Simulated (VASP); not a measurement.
Write the native input for VASP 6.6.1 that does the following.

| Item | Value |
| --- | --- |
| Task | single point |
| Functional | PBEsol |
| Potentials or basis | VASP PAW PBE potentials, release 64 (Ti_sv, Al) |
| Cutoff | 500 eV |
| k mesh | 8 × 8 × 8 |
| Occupations | gaussian, width 0.1 eV |
| Spin | no spin polarisation |
| Dipole correction | no |
| Further INCAR settings | ALGO = Normal; EDIFF = 1e-06; NBANDS = 14 |

The structure of TiAl lies in POSCAR:

```
TiAl
1.0
    3.0180000000      0.0000000000      0.0000000000
    0.0000000000      3.0180000000      0.0000000000
    0.0000000000      0.0000000000      3.0180000000
Ti Al
1 1
Direct
    0.5000000000      0.5000000000      0.5000000000
    0.0000000000      0.0000000000      0.0000000000
```

These files were run (other wordings do the same):

INCAR

```
PREC     = Accurate       # precision mode
ENCUT    = 500            # plane-wave cutoff, eV
EDIFF    = 1E-6           # SCF threshold, eV
ISMEAR   = 0              # smearing method
SIGMA    = 0.1            # smearing width, eV
LREAL    = False          # projectors in reciprocal space
LASPH    = True           # aspherical terms in the spheres
NELM     = 120            # most SCF steps
ALGO     = Normal         # electronic algorithm
ISIF     = 2              # what is computed and relaxed
LWAVE    = False          # write WAVECAR
LCHARG   = False          # write CHGCAR
GGA      = PS             # functional
NBANDS   = 14             # bands
GGA_COMPAT= False
```

KPOINTS

```
regular mesh
0
Gamma
  8 8 8
```

Potentials or basis: VASP PAW PBE potentials, release 64 (Ti_sv, Al).

Launch:

```sh
$ cat potpaw_PBE.64/Ti_sv/POTCAR potpaw_PBE.64/Al/POTCAR > POTCAR
$ mpirun -np 1 vasp_std > vasp.out
```

Results of the run:

```
Pressure : 20.7 GPa
```

Caveat: the PAW data sets were made with another functional, which shifts forces and pressure a little.

Run time: 6.7 s on 1 thread of Intel Xeon 6975P-C (shared host), peak memory 0.14 GiB.
